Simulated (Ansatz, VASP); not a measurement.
## BN: VASP beside Ansatz

The input POSCAR:

```
BN
1.0
    1.2594075994      0.7271193165      3.3952723682
   -1.2594075994      0.7271193165      3.3952723682
    0.0000000000     -1.4542386330      3.3952723682
N B
1 1
Direct
    0.6672382000      0.6672382000      0.6672382000
    0.0003288000      0.0003288000      0.0003288000
```

The input INCAR.step1:

```
PREC = Accurate
ENCUT = 520
EDIFF = 1E-5
ISMEAR = -1
SIGMA = 0.05
LREAL = F
LASPH = T
NELM = 80
ALGO = Normal
ISIF = 2
LWAVE = T
NBANDS = 11
GGA = PE
```

File INCAR.step2:

```
PREC = Accurate
ENCUT = 520
EDIFF = 1E-7
ISMEAR = -1
SIGMA = 0.05
LREAL = F
LASPH = T
NELM = 80
ALGO = Normal
ISIF = 2
LWAVE = F
LCHARG = T
GGA = PE
LHFCALC = T
AEXX = 0.25
PRECFOCK = Normal
LELF = T
LVHAR = T
NBANDS = 11
ISTART = 1
```

The input KPOINTS:

```
regular mesh
0
Gamma
  8 8 8
```

File input:

```
crystal:
  lattice:
    - [1.2594075994, 0.7271193165, 3.3952723682]
    - [-1.2594075994, 0.7271193165, 3.3952723682]
    - [0.0, -1.454238633, 3.3952723682]
  atoms:
    - { symbol: "N", position: [0.6672382, 0.6672382, 0.6672382] }
    - { symbol: B, position: [0.0003288, 0.0003288, 0.0003288] }
hamiltonian:
  xc: pbe0
  pseudopotentials: { kind: paw }
kpoints:
  mp_grid: { grid: [8, 8, 8] }
scf:
  occupations: { method: fermi_dirac, width: 0.05 }
output:
  forces: true
  stress: true
  eigenvalues: true
  write_density: true
  write_potential: true
  elf: true
  volumetric_format: npy
```

Alike in both runs: task single point; functional PBE0; k mesh 8 × 8 × 8; occupations fermi-dirac, width 0.05 eV; no spin polarisation.

|  | VASP | Ansatz |
| --- | --- | --- |
| version | VASP 6.6.1 | Ansatz 0.2.0 |
| potentials or method | VASP PAW PBE potentials, release 64 (N, B) | Ansatz PAW |
| plane-wave cutoff (eV) | 520 | 420 |
| valence electrons in the cell | 8 | 8 |

```csv
,VASP,Ansatz,Ansatz less VASP
gap on the k mesh at the Fermi level (eV),6.29,6.29,-0.002
least direct gap on the mesh (eV),7.03,7.03,-0.003
pressure (GPa),-5.9,-6.1,-0.19
"traceless stress, the component that is largest in VASP (GPa)",7.35,7.73,+0.382
rms of the force components (eV/Å),0.005,0.005,-0.0001
```

Atom by atom the forces differ by 0.000 eV/Å (rms over components).
